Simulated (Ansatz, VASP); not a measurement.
# One calculation of Al2O3, two programs

```
Al O
1.0
     2.86231    0.00000    0.00000
    -1.43115    2.47883    0.00000
     0.00000    0.00000    9.31962
Al O
2 3
Direct
  0.00000 0.00000 0.14876
  0.00000 0.00000 0.85124
  0.33333 0.66667 0.22158
  0.66667 0.33333 0.00000
  0.33333 0.66667 0.77842
```

Alike in both runs: task single point; functional PBEsol; k mesh 12 × 12 × 4; occupations gaussian, width 0.05 eV; no spin polarisation.

|  | VASP | Ansatz |
| --- | --- | --- |
| version | VASP 6.6.1 | Ansatz 0.2.0 |
| potentials or method | VASP PAW PBE potentials, release 64 (Al, O), cutoff 520 eV | scalar-relativistic, plane waves, PAW |
| valence electrons in the cell | 24 | 24 |

Ansatz gave:

```
gap on the k mesh at the Fermi level (eV)                     : 4.93
least direct gap on the mesh (eV)                             : 5.17
pressure (GPa)                                                : 0.0
traceless stress, the component that is largest in VASP (GPa) : 0.00
rms of the force components (eV/Å)                            : 0.000
```

Q: What did VASP give for the same quantities?

A: gap on the k mesh at the Fermi level (eV): 4.91; least direct gap on the mesh (eV): 5.16; pressure (GPa): 0.2; traceless stress, the component that is largest in VASP (GPa): -0.34; rms of the force components (eV/Å): 0.012.

VASP's potentials were made for PBE, not for PBEsol. Atom by atom the forces differ by 0.012 eV/Å (rms over components). With one functional, cell and mesh, what is left measures potentials, basis and numerics. Ansatz's warnings: xc potential rough in thin density.
